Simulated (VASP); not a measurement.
# Zn (P6_3/mmc) in VASP: notebook

Runs on Zn. Level: r2SCAN. Tasks: single point.

Everything below comes from runs of VASP 6.6.1. Logs are shortened: lines on timing, memory, paths and dates and some standing lists are left out, and cuts for length are marked.

## Step 1: The cell of the first run

The structure is hexagonal, space group P6_3/mmc (No. 194). Conventional cell: a = 2.619 Å, b = 2.619 Å, c = 4.839 Å, α = 90.00°, β = 90.00°, γ = 120.00°. Zn (site symmetry -6m2) has 12 Zn at 2.62 to 2.85 Å within 3.5 Å.

## Step 2: Single point, r2SCAN

POSCAR reads:

```
Zn
1.0
    2.6187264646      0.0000000000      0.0000000000
   -1.3093632323      2.2678836439      0.0000000000
    0.0000000000      0.0000000000      4.8388970683
Zn
2
Direct
    0.3333333333      0.6666666667      0.2500000000
    0.6666666667      0.3333333333      0.7500000000
```

INCAR.step1 reads:

```
PREC     = Accurate       # precision mode
ENCUT    = 520            # plane-wave cutoff, eV
ISMEAR   = 0              # smearing method
SIGMA    = 0.03           # smearing width, eV
LREAL    = F              # projectors in reciprocal space
LASPH    = T              # aspherical terms in the spheres
NELM     = 60             # most SCF steps
NBANDS   = 19             # bands
GGA      = PE             # functional
ALGO     = Normal         # electronic algorithm
EDIFF    = 1E-4           # SCF threshold, eV
LWAVE    = T              # write WAVECAR
LCHARG   = F              # write CHGCAR
```

INCAR.step2 reads:

```
PREC     = Accurate       # precision mode
ENCUT    = 520            # plane-wave cutoff, eV
EDIFF    = 1E-6           # SCF threshold, eV
ISMEAR   = 0              # smearing method
SIGMA    = 0.03           # smearing width, eV
LREAL    = F              # projectors in reciprocal space
LASPH    = T              # aspherical terms in the spheres
NELM     = 60             # most SCF steps
ALGO     = Normal         # electronic algorithm
ISIF     = 2              # what is computed and relaxed
LWAVE    = F              # write WAVECAR
LCHARG   = F              # write CHGCAR
METAGGA  = R2SCAN         # meta-GGA
LMIXTAU  = T            
NBANDS   = 19             # bands
ISTART   = 1
```

KPOINTS reads:

```
Automatic mesh
0
Gamma
  14 14 7
```

Potentials or basis: VASP PAW PBE potentials, release 64 (Zn).

Command:

```bash
$ cat potpaw_PBE.64/Zn/POTCAR > POTCAR
$ cp INCAR.step1 INCAR
$ mpirun -np 1 vasp_std > vasp.out
$ cp INCAR.step2 INCAR
$ mpirun -np 1 vasp_std > vasp.out
```

OUTCAR:

```text
PREC = Accurate
   ENCUT = 520
   EDIFF = 1E-6
   ISMEAR = 0
   LREAL = F
   LASPH = T
   NELM = 60
   ISIF = 2
   METAGGA = R2SCAN
   ISTART = 1

 ion  position               nearest neighbor table
   1  0.333  0.667  0.250-   2 2.85   2 2.85   2 2.85   2 2.85   2 2.85   2 2.85
   2  0.667  0.333  0.750-   1 2.85   1 2.85   1 2.85   1 2.85   1 2.85   1 2.85

  LATTYP: Found a hexagonal cell.
 ALAT       =     2.6187264646
 C/A-ratio  =     1.8478054633

  Lattice vectors:

 A1 = (   2.6187264646,   0.0000000000,   0.0000000000)
 A2 = (  -1.3093632323,   2.2678836439,   0.0000000000)
 A3 = (   0.0000000000,   0.0000000000,   4.8388970683)

Analysis of symmetry for initial positions (statically):
=====================================================================
 Subroutine PRICEL returns:
 Original cell was already a primitive cell.

 Routine SETGRP: Setting up the symmetry group for a
 hexagonal supercell.

 Subroutine GETGRP returns: Found 24 space group operations
 (whereof 12 operations were pure point group operations)
 out of a pool of 24 trial point group operations.

The static configuration has the point symmetry D_3d.
 The point group associated with its full space group is D_6h.

Analysis of symmetry for dynamics (positions and initial velocities):
=====================================================================
 Subroutine PRICEL returns:
 Original cell was already a primitive cell.

 Routine SETGRP: Setting up the symmetry group for a
 hexagonal supercell.

 Subroutine GETGRP returns: Found 24 space group operations
 (whereof 12 operations were pure point group operations)
 out of a pool of 24 trial point group operations.

The dynamic configuration has the point symmetry D_3d.
 The point group associated with its full space group is D_6h.

 Subroutine INISYM returns: Found 24 space group operations
 (whereof 12 operations are pure point group operations),
 and found     1 'primitive' translations

----------------------------------------------------------------------------------------

                                     Primitive cell

  volume of cell :      28.7380

  direct lattice vectors                    reciprocal lattice vectors
     2.618726465  0.000000000  0.000000000     0.381865007  0.220469865  0.000000000
    -1.309363232  2.267883644  0.000000000     0.000000000  0.440939729  0.000000000
     0.000000000  0.000000000  4.838897068     0.000000000  0.000000000  0.206658663

  length of vectors
     2.618726465  2.618726465  4.838897068     0.440939729  0.440939729  0.206658663

  position of ions in fractional coordinates (direct lattice)
     0.333333333  0.666666667  0.250000000
     0.666666667  0.333333333  0.750000000

  ion indices of the primitive-cell ions
   primitive index   ion index
                 1           1
                 2           2

----------------------------------------------------------------------------------------

 KPOINTS: Automatic mesh

Automatic generation of k-mesh.
 Grid dimensions read from file:
 generate k-points for:   14   14    7

 Generating k-lattice:

  Cartesian coordinates                     Fractional coordinates (reciprocal lattice)
     0.027276072  0.015747847  0.000000000     0.071428571  0.000000000  0.000000000
     0.000000000  0.031495695  0.000000000     0.000000000  0.071428571  0.000000000
     0.000000000  0.000000000  0.029522666     0.000000000  0.000000000  0.142857143

  Length of vectors
     0.031495695  0.031495695  0.029522666

  Shift w.r.t. Gamma in fractional coordinates (k-lattice)
     0.000000000  0.000000000  0.000000000

 Subroutine IBZKPT returns following result:
 ===========================================

 Found     96 irreducible k-points:

 Following reciprocal coordinates:
            Coordinates               Weight
  0.000000  0.000000  0.000000      1.000000
  0.071429 -0.000000  0.000000      6.000000
  0.142857  0.000000  0.000000      6.000000
  0.214286  0.000000  0.000000      6.000000
  0.285714  0.000000  0.000000      6.000000
  0.357143  0.000000  0.000000      6.000000
[... 16 lines left out ...]
  0.285714  0.285714  0.000000      6.000000
  0.357143  0.285714  0.000000      6.000000
 [... further k-points ...]
   k-points           NKPTS =     96   k-points in BZ     NKDIM =     96   number of bands    NBANDS=     19
   number of dos      NEDOS =    301   number of ions     NIONS =      2
   total plane-waves  NPLWV =  14400
   dimension x,y,z NGX =    20 NGY =   20 NGZ =   36
   dimension x,y,z NGXF=    40 NGYF=   40 NGZF=   72
   ions per type =               2
   NGX,Y,Z   is equivalent  to a cutoff of  12.70, 12.70, 12.37 a.u.
   NGXF,Y,Z  is equivalent  to a cutoff of  25.39, 25.39, 24.74 a.u.
 SYSTEM =  unknown system
   PREC   = accura    normal or accurate (medium, high low for compatibility)
   ISTART =      1    job   : 0-new  1-cont  2-samecut
   ICHARG =      0    charge: 1-file 2-atom 10-const
   ISPIN  =      1    spin polarized calculation?
   LNONCOLLINEAR =      F non collinear calculations
   LSORBIT =      F    spin-orbit coupling
   LASPH  =      T    aspherical Exc in radial PAW
   ENCUT  =  520.0 eV  38.22 Ry    6.18 a.u.   4.87  4.87  9.00*2*pi/ulx,y,z
   NELM   =     60;   NELMIN=  2; NELMDL=  0     # of ELM steps
   EDIFF  = 0.1E-05   stopping-criterion for ELM
   LREAL  =      F    real-space projection
   EDIFFG = 0.1E-04   stopping-criterion for IOM
   NSW    =      0    number of steps for IOM
   IBRION =     -1    ionic relax: 0-MD 1-quasi-New 2-CG
   NFREE  =      0    steps in history (QN), initial steepest desc. (CG)
   ISIF   =      2    stress and relaxation
   ISYM   =      2    0-nonsym 1-usesym 2-fastsym
   POTIM  = 0.5000    time-step for ionic-motion
   TEBEG  =    0.0;   TEEND  =   0.0 temperature during run
   PSTRESS=    0.0 pullay stress
   NELECT =      24.0000    total number of electrons
   NUPDOWN=      -1.0000    fix difference up-down
   EMIN   =  10.00;   EMAX   =-10.00  energy-range for DOS
   EFERMI =   0.00;   METHOD = LEGACY
   ISMEAR =     0;   SIGMA  =   0.03  broadening in eV -4-tet -1-fermi 0-gaus
   EFERMI_NEDOS =   21; number of points for ismear=-14 and -15
   IALGO  =     38    algorithm
   IMIX   =      4    mixing-type and parameters
     AMIX     =   0.40;   BMIX     =  1.00
     AMIX_MAG =   1.60;   BMIX_MAG =  1.00
  volume/ion in A,a.u.               =      14.37        96.97
  Fermi-wavevector in a.u.,A,eV,Ry     =   1.541675  2.913343 32.337805  2.376762
  Thomas-Fermi vector in A             =   2.647587
   LORBIT       =      0    0 simple, 1 ext, 2 COOP (PROOUT), +10 PAW based schemes
   METAGGA = R2SCAN    functional components
   LHFCALC =     F    Hartree Fock is set to
   AEXX    =    0.0000 exact exchange contribution
   IVDW    =     0    specifies the selected vdW correction
   LEPSILON=     F    determine dielectric tensor
   LRPA    =     F    only Hartree local field effects (RPA)
 non-spin polarized calculation
 Gauss-broadening in eV      SIGMA  =   0.03
  energy-cutoff  :      520.00
  volume of cell :       28.74
 maximum number of plane-waves:       796
 NGX is ok and might be reduce to    20
   NGX =  9   NGY =  9   NGZ = 17

 number of electron      24.0000039 magnetization

 Free energy of the ion-electron system (eV)
  ---------------------------------------------------
  ext. energy  EPLUGINS =         0.00000000
  ---------------------------------------------------
  free energy    TOTEN  =       -17.79299337 eV

  energy without entropy =      -17.79284887  energy(sigma->0) =      -17.79292112

 E-fermi :   3.2807     XC(G=0): -12.9840

 val. band max:        3.2622081062   @ k =   0.2143   0.1429   0.0000
 cond. band min:       3.4315567353   @ k =   0.2143   0.0000   0.1429
 fundamental gap:      0.1693486292
 Fermi energy:         3.2806758558

 k-point     1 :       0.0000    0.0000    0.0000
  band No.  band energies     occupation
      1      -7.9504      2.00000
      2      -5.8363      2.00000
      3      -5.0052      2.00000
      4      -4.7476      2.00000
      5      -4.7475      2.00000
      6      -4.6887      2.00000
[... 11 lines left out ...]
     18      24.0486      0.00000
     19      24.1162      0.00000

 k-point     2 :       0.0714   -0.0000    0.0000
  band No.  band energies     occupation
      1      -7.7861      2.00000
      2      -5.7633      2.00000
      3      -4.9889      2.00000
      4      -4.7641      2.00000
      5      -4.7079      2.00000
      6      -4.7072      2.00000
[... 11 lines left out ...]
     18      22.8967      0.00000
     19      25.5952      0.00000

 k-point     3 :       0.1429    0.0000    0.0000
  band No.  band energies     occupation
      1      -7.3042      2.00000
      2      -5.5771      2.00000
      3      -4.9625      2.00000
      4      -4.7989      2.00000
      5      -4.7246      2.00000
      6      -4.5953      2.00000
[... 11 lines left out ...]
     18      21.5935      0.00000
     19      22.9962      0.00000

 k-point     4 :       0.2143    0.0000    0.0000
  band No.  band energies     occupation
      1      -6.5602      2.00000
      2      -5.4003      2.00000
      3      -4.9298      2.00000
      4      -4.8386      2.00000
      5      -4.7922      2.00000
      6      -4.6101      2.00000
[... 11 lines left out ...]
     18      20.3715      0.00000
     19      20.6789      0.00000

 k-point     5 :       0.2857    0.0000    0.0000
  band No.  band energies     occupation
      1      -5.8147      2.00000
      2      -5.3878      2.00000
      3      -5.0258      2.00000
      4      -4.8275      2.00000
      5      -4.7144      2.00000
      6      -4.5868      2.00000
[... 11 lines left out ...]
     18      19.6651      0.00000
     19      21.6598      0.00000

 k-point     6 :       0.3571    0.0000    0.0000
  band No.  band energies     occupation
      1      -5.5632      2.00000
      2      -5.4515      2.00000
      3      -5.1963      2.00000
      4      -4.7078      2.00000
      5      -4.6832      2.00000
      6      -4.5507      2.00000
[... 11 lines left out ...]
     18      19.1623      0.00000
     19      21.3058      0.00000

 k-point     7 :       0.4286    0.0000    0.0000
  band No.  band energies     occupation
      1      -5.5802      2.00000
      2      -5.4908      2.00000
      3      -5.2975      2.00000
      4      -4.7492      2.00000
      5      -4.6185      2.00000
      6      -4.5838      2.00000
[... 11 lines left out ...]
     18      18.8635      0.00000
     19      20.6650      0.00000

 k-point     8 :       0.5000    0.0000    0.0000
  band No.  band energies     occupation
      1      -5.6007      2.00000
      2      -5.5054      2.00000
      3      -5.3309      2.00000
      4      -4.7728      2.00000
      5      -4.5955      2.00000
      6      -4.5866      2.00000
[... 256 lines left out ...]
 k-point    20 :       0.2143    0.2143    0.0000
  band No.  band energies     occupation
      1      -5.1662      2.00000
      2      -5.1385      2.00000
      3      -5.0970      2.00000
      4      -4.9336      2.00000
      5      -4.7636      2.00000
      6      -4.7425      2.00000
[... 11 lines left out ...]
     18      15.2181      0.00000
     19      16.4944      0.00000

 k-point    21 :       0.2857    0.2143    0.0000
  band No.  band energies     occupation
      1      -5.2017      2.00000
      2      -5.1935      2.00000
      3      -5.1081      2.00000
      4      -4.7919      2.00000
      5      -4.7261      2.00000
      6      -4.6360      2.00000
[... 11 lines left out ...]
     18      14.2776      0.00000
     19      15.5091      0.00000

 k-point    22 :       0.3571    0.2143    0.0000
  band No.  band energies     occupation
      1      -5.2438      2.00000
      2      -5.2181      2.00000
      3      -5.1243      2.00000
      4      -4.7733      2.00000
      5      -4.7073      2.00000
      6      -4.6260      2.00000
[... 11 lines left out ...]
     18      13.9385      0.00000
     19      15.1578      0.00000

 k-point    23 :       0.2857    0.2857    0.0000
  band No.  band energies     occupation
      1      -5.1850      2.00000
      2      -5.0943      2.00000
      3      -5.0280      2.00000
      4      -4.8035      2.00000
      5      -4.7688      2.00000
      6      -4.7032      2.00000
[... 11 lines left out ...]
     18      11.9288      0.00000
     19      13.6519      0.00000

 k-point    24 :       0.3571    0.2857    0.0000
  band No.  band energies     occupation
      1      -5.1767      2.00000
      2      -5.0571      2.00000
      3      -4.9946      2.00000
      4      -4.8028      2.00000
      5      -4.7788      2.00000
      6      -4.7649      2.00000
[... 11 lines left out ...]
     18      11.5493      0.00000
     19      13.1676      0.00000

 [... further k-points ...]
[... 5 lines left out ...]
  --------------------------------------------------------------------------------------
  -------------------------------------------------------------------------------------
  Total        0.2465483      0.2465483     -0.2362338      0.0000000     -0.0000000      0.0000000
  in kB       13.7453360     13.7453360    -13.1702921      0.0000000     -0.0000000      0.0000000
  external PRESSURE =       4.7734600 kB  Pullay stress =       0.0000000 kB

 VOLUME and BASIS-vectors are now :
 -----------------------------------------------------------------------------
  energy-cutoff  :      520.00
  volume of cell :       28.74
      direct lattice vectors                 reciprocal lattice vectors
     2.618726465  0.000000000  0.000000000     0.381865007  0.220469865  0.000000000
    -1.309363232  2.267883644  0.000000000     0.000000000  0.440939729  0.000000000
     0.000000000  0.000000000  4.838897068     0.000000000  0.000000000  0.206658663

 POSITION                                       TOTAL-FORCE (eV/Angst)
 -----------------------------------------------------------------------------------
     -0.00000      1.51192      1.20972        -0.000000      0.000000      0.000000
      1.30936      0.75596      3.62917         0.000000     -0.000000      0.000000
 -----------------------------------------------------------------------------------
    total drift:                                0.000000     -0.000000      0.000000

  FREE ENERGIE OF THE ION-ELECTRON SYSTEM (eV)
  ---------------------------------------------------
  free  energy   TOTEN  =       -17.7929933653 eV

  energy  without entropy=      -17.7928488679  energy(sigma->0) =      -17.79292112
```

It took 2.3 min on 1 thread of Intel Xeon 6975P-C (Granite Rapids), shared host; peak memory 0.16 GiB.

Results:

* Free energy: -17.7930 eV
* Pressure: 0.5 GPa
* Band gap on the k mesh: zero (bands 12 and 13 overlap by 4.50 eV)

Caveat: the PAW data sets were made with another functional, which shifts forces and pressure a little.

## Step 3: Single point, r2SCAN

POSCAR is that of step 2.

INCAR.step1 reads:

```
SYSTEM = Zn
ALGO     = Normal         ! electronic algorithm
EDIFF    = 1E-4           ! SCF threshold, eV
ENCUT    = 520            ! plane-wave cutoff, eV
GGA      = PE             ! functional
ISMEAR   = 0              ! smearing method
LASPH    = .TRUE.         ! aspherical terms in the spheres
LCHARG   = .FALSE.        ! write CHGCAR
LREAL    = .FALSE.        ! projectors in reciprocal space
LWAVE    = .TRUE.         ! write WAVECAR
NBANDS   = 19             ! bands
NELM     = 60             ! most SCF steps
PREC     = Accurate       ! precision mode
SIGMA    = 0.1            ! smearing width, eV
```

INCAR.step2 reads:

```
SYSTEM = Zn
ALGO     = Normal         ! electronic algorithm
EDIFF    = 1E-6           ! SCF threshold, eV
ENCUT    = 520            ! plane-wave cutoff, eV
ISIF     = 2              ! what is computed and relaxed
ISMEAR   = 0              ! smearing method
ISTART   = 1            
LASPH    = .TRUE.         ! aspherical terms in the spheres
LCHARG   = .TRUE.         ! write CHGCAR
LELF     = .TRUE.         ! ELF
LMIXTAU  = .TRUE.       
LREAL    = .FALSE.        ! projectors in reciprocal space
LVHAR    = .TRUE.       
LWAVE    = .FALSE.        ! write WAVECAR
METAGGA  = R2SCAN         ! meta-GGA
NBANDS   = 19             ! bands
NELM     = 60             ! most SCF steps
PREC     = Accurate       ! precision mode
SIGMA    = 0.1            ! smearing width, eV
```

KPOINTS reads:

```
k-points
0
G
  14 14 7
  0 0 0
```

Potentials or basis: VASP PAW PBE potentials, release 64 (Zn).

Command:

```bash
$ cat potpaw_PBE.64/Zn/POTCAR > POTCAR
$ cp INCAR.step1 INCAR
$ mpirun -np 1 vasp_std > vasp.out
$ cp INCAR.step2 INCAR
$ mpirun -np 1 vasp_std > vasp.out
```

It took 2.2 min on 1 thread of Intel Xeon 6975P-C (Granite Rapids), shared host; peak memory 0.17 GiB.

The run converged. Its results:

```
Free energy            : -17.7935 eV
Pressure               : 0.5 GPa
Band gap on the k mesh : zero (bands 12 and 13 overlap by 4.50 eV)
```

Stress tensor (GPa, compression positive):
```
 1.32  0.00  0.00
 0.00  1.32  0.00
 0.00  0.00 -1.20
```

Levels at points of the mesh, in eV from the Fermi level:
```csv
k point,band 8,band 9,band 10,band 11,band 12,band 13,band 14,band 15,band 16,band 17
"(0.00, 0.00, 0.00)",-7.66,-7.66,-7.42,-7.42,-4.02,-2.95,15.16,18.71,19.19,19.19
"(0.50, 0.00, 0.00)",-7.43,-7.22,-7.20,-3.14,-2.24,3.07,3.87,4.89,6.15,11.13
```

Caveat: the PAW data sets were made with another functional, which shifts forces and pressure a little.

[end of part 1 of 2]
